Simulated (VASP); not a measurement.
Wanted: the native input for a VASP 6.6.1 run.

```
Task                   : single point
Functional             : PBE
Potentials or basis    : VASP PAW PBE potentials, release 64 (Na_pv, Cl)
Cutoff                 : 520 eV
k mesh                 : 8 × 8 × 8
Occupations            : gaussian, width 0.05 eV
Spin                   : no spin polarisation
Dipole correction      : no
Further INCAR settings : ALGO = Normal; EDIFF = 1e-06; NBANDS = 14
```

The structure of NaCl lies in POSCAR:

```
NaCl
1.0
    0.0000000000      2.8600675000      2.8317500000
    2.8317500000      0.0000000000      2.8317500000
    2.8317500000      2.8600675000      0.0000000000
Na Cl
1 1
Direct
    0.0000000000      0.0000000000      0.0000000000
    0.5000000000      0.5000000000      0.5000000000
```

This cell differs from its parent crystal: strain +0.0100 x Voigt [0, 1, 0, 0, 0, 0].

These files were run (other wordings do the same):

INCAR

```
PREC     = Accurate       # precision mode
ENCUT    = 520            # plane-wave cutoff, eV
EDIFF    = 1E-6           # SCF threshold, eV
ISMEAR   = 0              # smearing method
SIGMA    = 0.05           # smearing width, eV
LREAL    = False          # projectors in reciprocal space
LASPH    = True           # aspherical terms in the spheres
NELM     = 80             # most SCF steps
ALGO     = Normal         # electronic algorithm
ISIF     = 2              # what is computed and relaxed
LWAVE    = False          # write WAVECAR
LCHARG   = True           # write CHGCAR
GGA      = PE             # functional
LELF     = True           # ELF
LVHAR    = True         
NBANDS   = 14             # bands
```

KPOINTS

```
regular mesh
0
Gamma
  8 8 8
```

Potentials or basis: VASP PAW PBE potentials, release 64 (Na_pv, Cl).

Run with:

```sh
$ cat potpaw_PBE.64/Na_pv/POTCAR potpaw_PBE.64/Cl/POTCAR > POTCAR
$ mpirun -np 1 vasp_std > vasp.out
```

Results of the run:

```
Pressure               : 0.2 GPa
Band gap on the k mesh : 5.02 eV, direct
```

Caveat: the cell differs from its parent crystal (strain +0.0100 x Voigt [0, 1, 0, 0, 0, 0]).

Wall time 74 s on 1 thread of AMD EPYC 7R13 (shared host), peak memory 0.15 GiB.
